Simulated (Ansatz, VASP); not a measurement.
**Two plane-wave programs on NaLi2**

File INCAR:

```
SYSTEM = NaLi2
  PREC = Accurate
  ENCUT = 600
  EDIFF = 1E-6
  ISMEAR = 0
  SIGMA = 0.1
  LREAL = .FALSE.
  LASPH = .TRUE.
  NELM = 80
  ALGO = Fast
  ISIF = 3
  LWAVE = .FALSE.
  LCHARG = .FALSE.
  GGA = PE
  IBRION = 2
  NSW = 100
  EDIFFG = -0.01
```

File KPOINTS:

```
regular mesh
0
G
  12 12 4
  0 0 0
```

Contents of POSCAR:

```
NaLi2
1.0
    3.4442912900      0.0000000000      0.0000000000
   -1.7221456500      2.9828437600      0.0000000000
    0.0000000000      0.0000000000     15.5587719300
Na Li
2 4
Direct
    0.6666666700      0.3333333300      0.3235049500
    0.6666666700      0.3333333300      0.6764950500
    0.0000000000      0.0000000000      0.8529901000
    0.3333333300      0.6666666700      0.0000000000
    0.0000000000      0.0000000000      0.1470099000
    0.0000000000      0.0000000000      0.5000000000
```

Input for Ansatz:

```yaml
crystal:
  lattice:
    - [3.44429129, 0.0, 0.0]
    - [-1.72214565, 2.98284376, 0.0]
    - [0.0, 0.0, 15.55877193]
  atoms:
    - { symbol: Na, position: [0.66666667, 0.33333333, 0.32350495] }
    - { symbol: Na, position: [0.66666667, 0.33333333, 0.67649505] }
    - { symbol: Li, position: [0.0, 0.0, 0.8529901] }
    - { symbol: Li, position: [0.33333333, 0.66666667, 0.0] }
    - { symbol: Li, position: [0.0, 0.0, 0.1470099] }
    - { symbol: Li, position: [0.0, 0.0, 0.5] }
basis:
  ecutwfc: 420
kpoints:
  mp_grid: { grid: [12, 12, 4] }
hamiltonian:
  xc: pbe
scf:
  occupations: { method: gaussian, width: 0.1 }
output:
  forces: true
  stress: true
  eigenvalues: true
relax:
  adjacent_minimum: "off"
  f_tol: 0.01
  max_steps: 80
  cell: { stress_tol: 0.05 }
```

Alike in both runs: task relaxation of cell and atoms; functional PBE; k mesh 12 × 12 × 4; occupations gaussian, width 0.1 eV; no spin polarisation.

```csv
,VASP,Ansatz
version,VASP 6.6.1,Ansatz 0.2.0
potentials or method,"VASP PAW PBE potentials, release 64 (Na_pv, Li_sv), cutoff 600 eV","scalar-relativistic, plane waves, PAW"
valence electrons in the cell,26,30
```

Ansatz gave:

| Quantity | Value |
| --- | --- |
| gap on the k mesh at the Fermi level, each at its own relaxed structure (eV) | none |
| relaxed volume (Å³/atom) | 25.75 |
| relaxed cell length with the largest relative difference (Å) | 16.075 |

Q: What did VASP give for the same quantities?

A: gap on the k mesh at the Fermi level, each at its own relaxed structure (eV): none; relaxed volume (Å³/atom): 25.66; relaxed cell length with the largest relative difference (Å): 16.023.

A gap of «none» marks a metal or a gap that the smearing closes. VASP's potentials hold 26 valence electrons a cell and Ansatz's 30, so a difference there can come from the potentials and not from the codes.

Noted on VASP's run: the cutoff is short for stress, so the pressure is rough.
